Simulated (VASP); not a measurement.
AlN: single point with r2SCAN

AlN:

```
Al N
1.0
     3.10669    0.00000    0.00000
    -1.55335    2.69048    0.00000
     0.00000    0.00000    4.97859
Al N
2 2
Cartesian
  0.0000 1.7937 -0.0164
  1.5533 0.8968 2.4729
  0.0000 1.7937 1.8834
  1.5533 0.8968 4.3727
```

```json
{
 "Program": "VASP 6.6.1",
 "Task": "single point",
 "Functional": "r2SCAN",
 "Potentials or basis": "VASP PAW PBE potentials, release 64 (Al, N)",
 "Cutoff": "660 eV",
 "k mesh": "12 × 12 × 6",
 "Occupations": "fermi-dirac, width 0.02 eV",
 "Spin": "no spin polarisation"
}
```

| Item | Value |
| --- | --- |
| Pressure | -0.4 GPa |
| Band gap on the k mesh | 4.92 eV |

Levels at points of the mesh, in eV from the valence-band top:
```csv
k point,band 6,band 7,band 8,band 9,band 10,band 11
"(0.00, 0.00, 0.00)",-0.22,-0.22,0.00,4.92,7.54,11.61
"(0.50, 0.00, 0.00)",-2.14,-1.77,-0.71,6.45,6.56,9.05
"(0.00, 0.00, 0.50)",-0.56,-0.56,-0.56,7.26,7.26,11.31
"(0.50, 0.00, 0.50)",-1.50,-1.39,-1.39,6.00,6.00,10.15
```

It took 6.6 min on 1 thread of Intel Xeon 8259CL, on a shared host, peak memory 0.22 GiB.

Caveat: the PAW data sets were made with another functional, which shifts forces and pressure a little. A k mesh can miss the band edges.
